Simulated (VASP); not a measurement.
A run of VASP 6.6.1:

File INCAR:

```
  ALGO = Normal
  EDIFF = 1E-6
  EDIFFG = -0.04
  ENCUT = 600
  GGA = PE
  IBRION = 2
  ISIF = 3
  ISMEAR = 0
  LASPH = T
  LCHARG = F
  LREAL = F
  LWAVE = F
  NELM = 80
  NSW = 90
  PREC = Accurate
  SIGMA = 0.1
```

KPOINTS

```
k-points
0
Gamma
  6 6 4
```

POSCAR

```
Ca2Ge2N
1.0
    4.2919472700      0.0000000000      0.0000000000
   -2.1459736300      3.7169353700      0.0000000000
    0.0000000000      0.0000000000      6.9478650900
Ca Ge N
2 2 1
Direct
    0.0000000000      0.0000000000      0.2452818600
    0.0000000000      0.0000000000      0.7547181400
    0.3333333300      0.6666666700      0.5000000000
    0.6666666700      0.3333333300      0.5000000000
    0.0000000000      0.0000000000      0.5000000000
```

Potentials or basis: VASP PAW PBE potentials, release 64 (Ca_sv, Ge_d, N).

Run with:

```sh
$ cat potpaw_PBE.64/Ca_sv/POTCAR potpaw_PBE.64/Ge_d/POTCAR potpaw_PBE.64/N/POTCAR > POTCAR
$ mpirun -np 1 vasp_std > vasp.out
```

Hardware: 1 thread of Intel(R) Xeon(R) 6975P-C (Granite Rapids) (shared host).

Question: Estimate the wall time of this run.

Answer: Run time: 10 min on 1 thread of Intel(R) Xeon(R) 6975P-C (Granite Rapids), with other jobs on the host, peak memory 0.32 GiB. Counts: scf iterations 164, k points 21, ion steps 18.
